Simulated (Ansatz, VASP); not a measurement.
Two plane-wave programs on Zr3TiC4

```
CELL_PARAMETERS angstrom
3.26885 -4.62152 0.00000
3.26885 4.62152 0.00000
0.00000 0.00000 3.27557
ATOMIC_POSITIONS crystal
Zr 0.50000 0.50000 0.00000
Zr 0.50000 0.00000 0.50000
Zr 0.00000 0.50000 0.50000
Ti 0.00000 0.00000 0.00000
C 0.75482 0.24518 0.00000
C 0.75966 0.75966 0.50000
C 0.24034 0.24034 0.50000
C 0.24518 0.75482 0.00000
```

Alike in both runs: functional PBE; k mesh 8 × 8 × 12; occupations gaussian, width 0.1 eV; no spin polarisation.

Ansatz relaxed the structure, and its values are those at the end. VASP's run is a single point on that final structure, the one shown.

|  | VASP | Ansatz |
| --- | --- | --- |
| version | VASP 6.6.1 | Ansatz 0.2.0 |
| potentials or method | VASP PAW PBE potentials, release 64 (Zr_sv, Ti_sv, C), cutoff 520 eV | scalar-relativistic, plane waves, PAW |
| valence electrons in the cell | 64 | 64 |

|  | VASP | Ansatz | Ansatz less VASP |
| --- | --- | --- | --- |
| gap on the k mesh at the Fermi level (eV) | none | none | - |
| pressure (GPa) | 0.3 | 0.0 | -0.26 |

A gap of «none» marks a metal or a gap that the smearing closes. The functional is the same, so the differences come from potentials, cutoffs and numerics.
